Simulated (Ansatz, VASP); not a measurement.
One calculation of Ge, two programs

File INCAR:

```
SYSTEM = Ge
ALGO = Normal
EDIFF = 1E-6
ENCUT = 520
ISIF = 2
ISMEAR = -1
LASPH = .True.
LCHARG = .False.
LREAL = .False.
LWAVE = .False.
NBANDS = 21
NELM = 100
PREC = Accurate
SIGMA = 0.05
```

Contents of KPOINTS:

```
k-points
0
Gamma
  10 10 10
  0 0 0
```

The input POSCAR:

```
Ge
1.0
    0.0282877000      2.8429138500      2.8429138500
    2.8429138500      0.0282877000      2.8429138500
    2.8429138500      2.8429138500      0.0282877000
Ge
2
Direct
    0.5000000000      0.5000000000      0.5000000000
    0.7500000000      0.7500000000      0.7500000000
```

Input for Ansatz:

```yaml
crystal:
  lattice:
    - [0.0282877, 2.84291385, 2.84291385]
    - [2.84291385, 0.0282877, 2.84291385]
    - [2.84291385, 2.84291385, 0.0282877]
  atoms:
    - { symbol: Ge, position: [0.5, 0.5, 0.5] }
    - { symbol: Ge, position: [0.75, 0.75, 0.75] }
kpoints:
  mp_grid: { grid: [10, 10, 10] }
  band_path:
    path:
      - [0.0, 0.0, 0.0]
      - [0.5, 0.5, 0.5]
      - [0.247543133, 0.5, 0.752456867]
      - [-0.247543133, 0.247543133, 0.5]
      - [0.0, 0.0, 0.5]
      - [0.0, 0.0, 0.0]
      - [-0.3737715665, 0.0, 0.3737715665]
      - [0.0, 0.3737715665, 0.6262284335]
      - [0.0, 0.5, 0.5]
    npoints: 5
scf:
  occupations: { method: fermi_dirac, width: 0.05 }
hamiltonian:
  xc: lda
  pseudopotentials: { kind: all_electron, lapw: { basis_error: 0.00025 } }
output:
  forces: true
  stress: true
  eigenvalues: true
```

Change from the starting cell: equal xy, yz and zx shear strains of +1 %.

Alike in both runs: task single point; functional LDA; k mesh 10 × 10 × 10; occupations fermi-dirac, width 0.05 eV; no spin polarisation.

```csv
,VASP,Ansatz
version,VASP 6.6.1,Ansatz 0.2.0
potentials or method,"VASP PAW LDA potentials, release 64 (Ge_d), cutoff 520 eV","all-electron LAPW, scalar-relativistic"
```

```csv
,VASP,Ansatz,Ansatz less VASP
pressure (GPa),-1.1,-1.2,-0.14
"traceless stress, the component that is largest in VASP (GPa)",-0.79,-0.78,+0.010
rms of the force components (eV/Å),0.077,0.076,-0.0008
```

LDA's correlation is that of Perdew and Zunger in VASP and of Perdew and Wang (1992) in Ansatz. Atom by atom the forces differ by 0.001 eV/Å (rms over components). Ansatz ran all-electron here, and VASP with PAW potentials.
